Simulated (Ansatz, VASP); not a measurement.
# CrO2 in VASP and in Ansatz

```
Cr O
1.0
     2.60991    0.00000    0.00000
    -1.30495    2.26024    0.00000
     0.00000    0.00000    9.95218
Cr O
2 4
Direct
  0.66667 0.33333 0.25009
  0.33333 0.66667 0.74991
  0.33333 0.66667 0.36621
  0.66667 0.33333 0.86604
  0.33333 0.66667 0.13396
  0.66667 0.33333 0.63379
```

Alike in both runs: functional PBE; dispersion D3(BJ); k mesh 18 × 18 × 4; occupations gaussian, width 0.01 eV; no spin polarisation.

Ansatz relaxed the structure, and its values are those at the end. VASP's run is a single point on that final structure, the one shown.

|  | VASP | Ansatz |
| --- | --- | --- |
| version | VASP 6.6.1 | Ansatz 0.2.0 |
| potentials or method | VASP PAW PBE potentials, release 64 (Cr_pv, O), cutoff 520 eV | scalar-relativistic, plane waves, PAW |
| valence electrons in the cell | 48 | 52 |

|  | VASP | Ansatz | Ansatz less VASP |
| --- | --- | --- | --- |
| gap on the k mesh at the Fermi level (eV) | 0.15 | 0.17 | +0.016 |
| least direct gap on the mesh (eV) | 1.38 | 1.38 | -0.004 |
| pressure (GPa) | 1.1 | 0.0 | -1.15 |
| rms of the force components (eV/Å) | 0.058 | 0.002 | -0.0563 |

VASP's potentials hold 48 valence electrons a cell and Ansatz's 52, so a difference there can come from the potentials and not from the codes.
